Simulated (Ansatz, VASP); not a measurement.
## LiNbO3 in VASP and in Ansatz

Contents of INCAR:

```
  PREC = Accurate
  ENCUT = 520
  EDIFF = 1E-6
  ISMEAR = 0
  SIGMA = 0.05
  LREAL = Auto
  LASPH = T
  NELM = 60
  ALGO = Normal
  ISIF = 2
  LWAVE = F
  LCHARG = F
  GGA = PE
  NBANDS = 162
  LUSENCCL = F
```

Contents of KPOINTS:

```
regular mesh
0
Gamma
  3 3 3
```

POSCAR

```
LiNbO3
1.0
   -5.1516000000     -2.9742780000      4.6230000000
    5.1516000000     -2.9742780000      4.6230000000
    0.0000000000      5.9485550000      4.6230000000
Li Nb O
8 8 24
Direct
    0.2815000000      0.2815000000      0.2815000000
    0.7815000000      0.7815000000      0.2815000000
    0.7815000000      0.2815000000      0.7815000000
    0.2815000000      0.7815000000      0.7815000000
    0.7815000000      0.2815000000      0.2815000000
    0.2815000000      0.7815000000      0.2815000000
    0.2815000000      0.2815000000      0.7815000000
    0.7815000000      0.7815000000      0.7815000000
    0.0000550000      0.0000550000      0.0000550000
    0.5000550000      0.5000550000      0.0000550000
    0.5000550000      0.0000550000      0.5000550000
    0.0000550000      0.5000550000      0.5000550000
    0.5000550000      0.0000550000      0.0000550000
    0.0000550000      0.5000550000      0.0000550000
    0.0000550000      0.0000550000      0.5000550000
    0.5000550000      0.5000550000      0.5000550000
    0.5389750000      0.4159500000      0.2353350000
    0.0389750000      0.9159500000      0.2353350000
    0.0389750000      0.4159500000      0.7353350000
    0.5389750000      0.9159500000      0.7353350000
    0.7353350000      0.0389750000      0.4159500000
    0.2353350000      0.5389750000      0.4159500000
    0.2353350000      0.0389750000      0.9159500000
    0.7353350000      0.5389750000      0.9159500000
    0.9159500000      0.2353350000      0.0389750000
    0.4159500000      0.7353350000      0.0389750000
    0.4159500000      0.2353350000      0.5389750000
    0.9159500000      0.7353350000      0.5389750000
    0.2353350000      0.4159500000      0.0389750000
    0.7353350000      0.9159500000      0.0389750000
    0.7353350000      0.4159500000      0.5389750000
    0.2353350000      0.9159500000      0.5389750000
    0.4159500000      0.0389750000      0.2353350000
    0.9159500000      0.5389750000      0.2353350000
    0.9159500000      0.0389750000      0.7353350000
    0.4159500000      0.5389750000      0.7353350000
    0.0389750000      0.2353350000      0.4159500000
    0.5389750000      0.7353350000      0.4159500000
    0.5389750000      0.2353350000      0.9159500000
    0.0389750000      0.7353350000      0.9159500000
```

Input for Ansatz:

```yaml
crystal:
  lattice:
    - [-5.1516, -2.974278, 4.623]
    - [5.1516, -2.974278, 4.623]
    - [0.0, 5.948555, 4.623]
  atoms:
    - { symbol: Li, position: [0.2815, 0.2815, 0.2815] }
    - { symbol: Li, position: [0.7815, 0.7815, 0.2815] }
    - { symbol: Li, position: [0.7815, 0.2815, 0.7815] }
    - { symbol: Li, position: [0.2815, 0.7815, 0.7815] }
    - { symbol: Li, position: [0.7815, 0.2815, 0.2815] }
    - { symbol: Li, position: [0.2815, 0.7815, 0.2815] }
    - { symbol: Li, position: [0.2815, 0.2815, 0.7815] }
    - { symbol: Li, position: [0.7815, 0.7815, 0.7815] }
    - { symbol: Nb, position: [5.5e-05, 5.5e-05, 5.5e-05] }
    - { symbol: Nb, position: [0.500055, 0.500055, 5.5e-05] }
    - { symbol: Nb, position: [0.500055, 5.5e-05, 0.500055] }
    - { symbol: Nb, position: [5.5e-05, 0.500055, 0.500055] }
    - { symbol: Nb, position: [0.500055, 5.5e-05, 5.5e-05] }
    - { symbol: Nb, position: [5.5e-05, 0.500055, 5.5e-05] }
    - { symbol: Nb, position: [5.5e-05, 5.5e-05, 0.500055] }
    - { symbol: Nb, position: [0.500055, 0.500055, 0.500055] }
    - { symbol: O, position: [0.538975, 0.41595, 0.235335] }
    - { symbol: O, position: [0.038975, 0.91595, 0.235335] }
    - { symbol: O, position: [0.038975, 0.41595, 0.735335] }
    - { symbol: O, position: [0.538975, 0.91595, 0.735335] }
    - { symbol: O, position: [0.735335, 0.038975, 0.41595] }
    - { symbol: O, position: [0.235335, 0.538975, 0.41595] }
    - { symbol: O, position: [0.235335, 0.038975, 0.91595] }
    - { symbol: O, position: [0.735335, 0.538975, 0.91595] }
    - { symbol: O, position: [0.91595, 0.235335, 0.038975] }
    - { symbol: O, position: [0.41595, 0.735335, 0.038975] }
    - { symbol: O, position: [0.41595, 0.235335, 0.538975] }
    - { symbol: O, position: [0.91595, 0.735335, 0.538975] }
    - { symbol: O, position: [0.235335, 0.41595, 0.038975] }
    - { symbol: O, position: [0.735335, 0.91595, 0.038975] }
    - { symbol: O, position: [0.735335, 0.41595, 0.538975] }
    - { symbol: O, position: [0.235335, 0.91595, 0.538975] }
    - { symbol: O, position: [0.41595, 0.038975, 0.235335] }
    - { symbol: O, position: [0.91595, 0.538975, 0.235335] }
    - { symbol: O, position: [0.91595, 0.038975, 0.735335] }
    - { symbol: O, position: [0.41595, 0.538975, 0.735335] }
    - { symbol: O, position: [0.038975, 0.235335, 0.41595] }
    - { symbol: O, position: [0.538975, 0.735335, 0.41595] }
    - { symbol: O, position: [0.538975, 0.235335, 0.91595] }
    - { symbol: O, position: [0.038975, 0.735335, 0.91595] }
basis:
  ecutwfc: 420
  fft_grid_basis: typed
kpoints:
  mp_grid: { grid: [3, 3, 3] }
hamiltonian:
  xc: pbe
  pseudopotentials: { kind: paw }
scf:
  occupations: { method: gaussian, width: 0.05 }
output:
  forces: true
  stress: false
  eigenvalues: true
  bader: false
  write_density: true
  volumetric_format: npy
```

Alike in both runs: task single point; functional PBE; k mesh 3 × 3 × 3; occupations gaussian, width 0.05 eV; no spin polarisation.

|  | VASP | Ansatz |
| --- | --- | --- |
| version | VASP 6.6.1 | Ansatz 0.2.0 |
| potentials or method | VASP PAW PBE potentials, release 64 (Li_sv, Nb_sv, O), cutoff 520 eV | scalar-relativistic, plane waves, PAW |
| valence electrons in the cell | 272 | 272 |

```tsv
	VASP	Ansatz	Ansatz less VASP
gap on the k mesh at the Fermi level (eV)	3.60	3.62	+0.013
rms of the force components (eV/Å)	0.092	0.094	+0.0019
```

Atom by atom the forces differ by 0.009 eV/Å (rms over components).

Noted on VASP's run: the cutoff is short for stress, so the pressure is rough.
